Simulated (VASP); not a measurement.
# Cs2ReSe6 (P-3m1) in VASP: single point with PBEsol

Aim: the single point of Cs2ReSe6 with PBEsol.

Program: VASP 6.6.1. These are calculated values, not measurements. Logs are shortened: lines on timing, memory, paths and dates and some standing lists are left out, and cuts for length are marked.

### Step 1. The cell of the first run

Symmetry: P-3m1, No. 164, trigonal system. Conventional cell: a = 7.785 Å, b = 7.785 Å, c = 5.033 Å, α = 90.00°, β = 90.00°, γ = 120.00°. Re (site symmetry -3m) has 6 Se at 2.44 Å within 3.2 Å. Within 3.2 Å of Se (site symmetry m) lie 1 Re at 2.44 Å and 2 Se at 2.80 Å. Within 4.7 Å of Cs (site symmetry 3m) lie 12 Se at 3.58 to 3.93 Å and 3 Re at 4.61 Å.

### Step 2. Single point, PBEsol

Input file INCAR:

```
ALGO = Normal ; EDIFF = 1E-6
ENCUT = 520 ; GGA = PS
ISIF = 2 ; ISMEAR = -1
LASPH = T ; LCHARG = F
LREAL = F ; LWAVE = F
NBANDS = 40 ; NELM = 60
PREC = Accurate ; SIGMA = 0.1
```

Input file KPOINTS:

```
k-points
0
Gamma
  5 5 6
```

Input file POSCAR:

```
Cs2ReSe6
1.0
    7.7846956597      0.0000003052      0.0000000000
   -3.8923480942      6.7417440494      0.0000000000
    0.0000000000      0.0000000000      5.0327404469
Re Se Cs
1 6 2
Direct
    0.0000000000      0.0000000000      0.0000000000
    0.2860092636      0.1430046318      0.2982053108
    0.8569953682      0.1430046318      0.2982053108
    0.8569953682      0.7139907364      0.2982053108
    0.1430046318      0.2860092636      0.7017946892
    0.1430046318      0.8569953682      0.7017946892
    0.7139907364      0.8569953682      0.7017946892
    0.3333333333      0.6666666667      0.2055506806
    0.6666666667      0.3333333333      0.7944493194
```

Potentials or basis: VASP PAW PBE potentials, release 64 (Re, Se, Cs_sv).

On the command line:

```
cat potpaw_PBE.64/Re/POTCAR potpaw_PBE.64/Se/POTCAR potpaw_PBE.64/Cs_sv/POTCAR > POTCAR
mpirun -np 1 vasp_std > vasp.out
```

OUTCAR:

```text
EDIFF = 1E-6
   ENCUT = 520
   GGA = PS
   ISIF = 2
   ISMEAR = -1
   LASPH = T
   LREAL = F
   NELM = 60
   PREC = Accurate

 ion  position               nearest neighbor table
   1  0.000  0.000  0.000-   4 2.44   5 2.44   2 2.44   7 2.44   6 2.44   3 2.44
   2  0.286  0.143  0.298-   1 2.44
   3  0.857  0.143  0.298-   1 2.44
   4  0.857  0.714  0.298-   1 2.44
   5  0.143  0.286  0.702-   1 2.44
   6  0.143  0.857  0.702-   1 2.44
   7  0.714  0.857  0.702-   1 2.44
   8  0.333  0.667  0.206-
   9  0.667  0.333  0.794-

  LATTYP: Found a hexagonal cell.
 ALAT       =     7.7846956597
 C/A-ratio  =     0.6464916121

  Lattice vectors:

 A1 = (   7.7846956597,   0.0000003052,   0.0000000000)
 A2 = (  -3.8923480942,   6.7417440494,   0.0000000000)
 A3 = (   0.0000000000,   0.0000000000,   5.0327404469)

Analysis of symmetry for initial positions (statically):
=====================================================================
 Subroutine PRICEL returns:
 Original cell was already a primitive cell.

 Routine SETGRP: Setting up the symmetry group for a
 hexagonal supercell.

 Subroutine GETGRP returns: Found 12 space group operations
 (whereof 12 operations were pure point group operations)
 out of a pool of 24 trial point group operations.

The static configuration has the point symmetry D_3d.

Analysis of symmetry for dynamics (positions and initial velocities):
=====================================================================
 Subroutine PRICEL returns:
 Original cell was already a primitive cell.

 Routine SETGRP: Setting up the symmetry group for a
 hexagonal supercell.

 Subroutine GETGRP returns: Found 12 space group operations
 (whereof 12 operations were pure point group operations)
 out of a pool of 24 trial point group operations.

The dynamic configuration has the point symmetry D_3d.

 Subroutine INISYM returns: Found 12 space group operations
 (whereof 12 operations are pure point group operations),
 and found     1 'primitive' translations

----------------------------------------------------------------------------------------

                                     Primitive cell

  volume of cell :     264.1304

  direct lattice vectors                    reciprocal lattice vectors
     7.784695660  0.000000305  0.000000000     0.128457170  0.074164789  0.000000000
    -3.892348094  6.741744049  0.000000000    -0.000000006  0.148329567  0.000000000
     0.000000000  0.000000000  5.032740447     0.000000000  0.000000000  0.198698902

  length of vectors
     7.784695660  7.784695660  5.032740447     0.148329567  0.148329567  0.198698902

  position of ions in fractional coordinates (direct lattice)
     0.000000000  0.000000000  0.000000000
     0.286009264  0.143004632  0.298205311
     0.856995368  0.143004632  0.298205311
     0.856995368  0.713990736  0.298205311
     0.143004632  0.286009264  0.701794689
     0.143004632  0.856995368  0.701794689
     0.713990736  0.856995368  0.701794689
     0.333333333  0.666666667  0.205550681
     0.666666667  0.333333333  0.794449319

  ion indices of the primitive-cell ions
   primitive index   ion index
                 1           1
                 2           2
                 3           3
                 4           4
                 5           5
                 6           6
                 7           7
                 8           8
                 9           9

----------------------------------------------------------------------------------------

 KPOINTS: k-points

Automatic generation of k-mesh.
 Grid dimensions read from file:
 generate k-points for:    5    5    6

 Generating k-lattice:

  Cartesian coordinates                     Fractional coordinates (reciprocal lattice)
     0.025691434  0.014832958  0.000000000     0.200000000  0.000000000  0.000000000
    -0.000000001  0.029665913  0.000000000     0.000000000  0.200000000  0.000000000
     0.000000000  0.000000000  0.033116484     0.000000000  0.000000000  0.166666667

  Length of vectors
     0.029665913  0.029665913  0.033116484

  Shift w.r.t. Gamma in fractional coordinates (k-lattice)
     0.000000000  0.000000000  0.000000000

 Subroutine IBZKPT returns following result:
 ===========================================

 Found     24 irreducible k-points:

 Following reciprocal coordinates:
            Coordinates               Weight
  0.000000  0.000000  0.000000      1.000000
  0.200000  0.000000  0.000000      6.000000
  0.400000  0.000000  0.000000      6.000000
  0.200000  0.200000  0.000000      6.000000
  0.400000  0.200000  0.000000      6.000000
  0.000000  0.000000  0.166667      2.000000
[... 16 lines left out ...]
  0.200000  0.200000  0.500000      6.000000
  0.400000  0.200000  0.500000      6.000000
   k-points           NKPTS =     24   k-points in BZ     NKDIM =     24   number of bands    NBANDS=     40
   number of dos      NEDOS =    301   number of ions     NIONS =      9
   total plane-waves  NPLWV = 144000
   dimension x,y,z NGX =    60 NGY =   60 NGZ =   40
   dimension x,y,z NGXF=   120 NGYF=  120 NGZF=   80
   ions per type =               1   6   2
   NGX,Y,Z   is equivalent  to a cutoff of  12.81, 12.81, 13.21 a.u.
   NGXF,Y,Z  is equivalent  to a cutoff of  25.63, 25.63, 26.43 a.u.
 SYSTEM =  unknown system
   PREC   = accura    normal or accurate (medium, high low for compatibility)
   ISTART =      0    job   : 0-new  1-cont  2-samecut
   ICHARG =      2    charge: 1-file 2-atom 10-const
   ISPIN  =      1    spin polarized calculation?
   LNONCOLLINEAR =      F non collinear calculations
   LSORBIT =      F    spin-orbit coupling
   LASPH  =      T    aspherical Exc in radial PAW
   ENCUT  =  520.0 eV  38.22 Ry    6.18 a.u.  14.47 14.47  9.36*2*pi/ulx,y,z
   NELM   =     60;   NELMIN=  2; NELMDL= -5     # of ELM steps
   EDIFF  = 0.1E-05   stopping-criterion for ELM
   LREAL  =      F    real-space projection
   EDIFFG = 0.1E-04   stopping-criterion for IOM
   NSW    =      0    number of steps for IOM
   IBRION =     -1    ionic relax: 0-MD 1-quasi-New 2-CG
   NFREE  =      0    steps in history (QN), initial steepest desc. (CG)
   ISIF   =      2    stress and relaxation
   ISYM   =      2    0-nonsym 1-usesym 2-fastsym
   POTIM  = 0.5000    time-step for ionic-motion
   TEBEG  =    0.0;   TEEND  =   0.0 temperature during run
   PSTRESS=    0.0 pullay stress
   NELECT =      61.0000    total number of electrons
   NUPDOWN=      -1.0000    fix difference up-down
   EMIN   =  10.00;   EMAX   =-10.00  energy-range for DOS
   EFERMI =   0.00;   METHOD = LEGACY
   ISMEAR =    -1;   SIGMA  =   0.10  broadening in eV -4-tet -1-fermi 0-gaus
   EFERMI_NEDOS =   21; number of points for ismear=-14 and -15
   IALGO  =     38    algorithm
   IMIX   =      4    mixing-type and parameters
     AMIX     =   0.40;   BMIX     =  1.00
     AMIX_MAG =   1.60;   BMIX_MAG =  1.00
  volume/ion in A,a.u.               =      29.35       198.05
  Fermi-wavevector in a.u.,A,eV,Ry     =   1.004412  1.898064 13.726153  1.008844
  Thomas-Fermi vector in A             =   2.137026
   LORBIT       =      0    0 simple, 1 ext, 2 COOP (PROOUT), +10 PAW based schemes
   GGA     = PS    functional components
   LHFCALC =     F    Hartree Fock is set to
   AEXX    =    0.0000 exact exchange contribution
   IVDW    =     0    specifies the selected vdW correction
   LEPSILON=     F    determine dielectric tensor
   LRPA    =     F    only Hartree local field effects (RPA)
 non-spin polarized calculation
  energy-cutoff  :      520.00
  volume of cell :      264.13
 maximum number of plane-waves:      7151
 NGX is ok and might be reduce to    60
   NGX = 29   NGY = 29   NGZ = 19

 number of electron      60.9999995 magnetization

 Free energy of the ion-electron system (eV)
  ---------------------------------------------------
  ext. energy  EPLUGINS =         0.00000000
  ---------------------------------------------------
  free energy    TOTEN  =       -42.27237229 eV

  energy without entropy =      -42.16937997  energy(sigma->0) =      -42.22087613

 E-fermi :   3.0078     XC(G=0):  -9.1585

 val. band max:        2.9684065125   @ k =   0.4000   0.2000   0.0000
 cond. band min:       3.0777214147   @ k =   0.4000   0.2000   0.1667
 fundamental gap:      0.1093149022
 Fermi energy:         3.0078348460

 k-point     1 :       0.0000    0.0000    0.0000
  band No.  band energies     occupation
      1     -18.6663      2.00000
      2     -18.6422      2.00000
      3     -11.7806      2.00000
      4     -10.3733      2.00000
      5     -10.3733      2.00000
      6      -9.3143      2.00000
[... 32 lines left out ...]
     39       6.7508      0.00000
     40       6.8860      0.00000

 k-point     2 :       0.2000    0.0000    0.0000
  band No.  band energies     occupation
      1     -18.6641      2.00000
      2     -18.6442      2.00000
      3     -11.7858      2.00000
      4     -10.3826      2.00000
      5     -10.3804      2.00000
      6      -9.3122      2.00000
[... 32 lines left out ...]
     39       7.1242      0.00000
     40       7.1900      0.00000

 k-point     3 :       0.4000    0.0000    0.0000
  band No.  band energies     occupation
      1     -18.6592      2.00000
      2     -18.6487      2.00000
      3     -11.7943      2.00000
      4     -10.3973      2.00000
      5     -10.3911      2.00000
      6      -9.3090      2.00000
[... 853 lines left out ...]
  band No.  band energies     occupation
      1     -18.6459      2.00000
      2     -18.6412      2.00000
      3     -11.1684      2.00000
      4     -10.4152      2.00000
      5     -10.3783      2.00000
      6      -9.9398      2.00000
[... 32 lines left out ...]
     39       7.6206      0.00000
     40       7.6731      0.00000

 k-point    24 :       0.4000    0.2000    0.5000
  band No.  band energies     occupation
      1     -18.6444      2.00000
      2     -18.6426      2.00000
      3     -11.1553      2.00000
      4     -10.4303      2.00000
      5     -10.3911      2.00000
      6      -9.9257      2.00000
[... 32 lines left out ...]
     39       7.6288      0.00000
     40       7.8372      0.00000

------------------------ aborting loop because EDIFF is reached ----------------------------------------

  FORCE on cell =-STRESS in cart. coord.  units (eV):
  Direction    XX          YY          ZZ          XY          YZ          ZX
  --------------------------------------------------------------------------------------
  -------------------------------------------------------------------------------------
  Total        0.2970863      0.2970863      0.2995486     -0.0000000      0.0000000      0.0000000
  in kB        1.8020831      1.8020831      1.8170189     -0.0000000      0.0000000      0.0000000
  external PRESSURE =       1.8070617 kB  Pullay stress =       0.0000000 kB

 VOLUME and BASIS-vectors are now :
 -----------------------------------------------------------------------------
  energy-cutoff  :      520.00
  volume of cell :      264.13
      direct lattice vectors                 reciprocal lattice vectors
     7.784695660  0.000000305  0.000000000     0.128457170  0.074164789  0.000000000
    -3.892348094  6.741744049  0.000000000    -0.000000006  0.148329567  0.000000000
     0.000000000  0.000000000  5.032740447     0.000000000  0.000000000  0.198698902

 POSITION                                       TOTAL-FORCE (eV/Angst)
 -----------------------------------------------------------------------------------
      0.00000      0.00000      0.00000         0.000000     -0.000000     -0.000000
      1.66987      0.96410      1.50079         0.026448      0.015270      0.027373
      6.11482      0.96410      1.50079        -0.026448      0.015270      0.027373
      3.89235      4.81354      1.50079         0.000000     -0.030539      0.027373
     -0.00000      1.92820      3.53195        -0.000000      0.030539     -0.027373
     -2.22248      5.77764      3.53195         0.026448     -0.015270     -0.027373
      2.22248      5.77764      3.53195        -0.026448     -0.015270     -0.027373
     -0.00000      4.49450      1.03448         0.000000     -0.000000      0.004105
      3.89235      2.24725      3.99826         0.000000      0.000000     -0.004105
 -----------------------------------------------------------------------------------
    total drift:                               -0.000000     -0.000000     -0.000000

  FREE ENERGIE OF THE ION-ELECTRON SYSTEM (eV)
  ---------------------------------------------------
  free  energy   TOTEN  =       -42.2723722890 eV

  energy  without entropy=      -42.1693799697  energy(sigma->0) =      -42.22087613
```

Run time: 5.2 min. Hardware: 1 thread of Intel Xeon Platinum 8259CL at 2.50GHz (Skylake/Cascade Lake), shared host; peak memory 0.52 GiB.

Results:

| Quantity | Value |
| --- | --- |
| Free energy | -42.2724 eV |
| Pressure | 0.2 GPa |
| Largest force | 0.041 eV/Å |
| Band gap on the k mesh | zero (an odd number of electrons rules out a gap without spin polarisation) |

Forces in eV/Å, atoms in the order of the input:
```
Re   0.000  0.000  0.000
Se   0.026  0.015  0.027
Se  -0.026  0.015  0.027
Se   0.000 -0.031  0.027
Se   0.000  0.031 -0.027
Se   0.026 -0.015 -0.027
Se  -0.026 -0.015 -0.027
Cs   0.000  0.000  0.004
Cs   0.000  0.000 -0.004
```

Caveat: the PAW data sets were made with another functional, which shifts forces and pressure a little; spin-orbit coupling is left out, which moves the levels of the heavy elements.
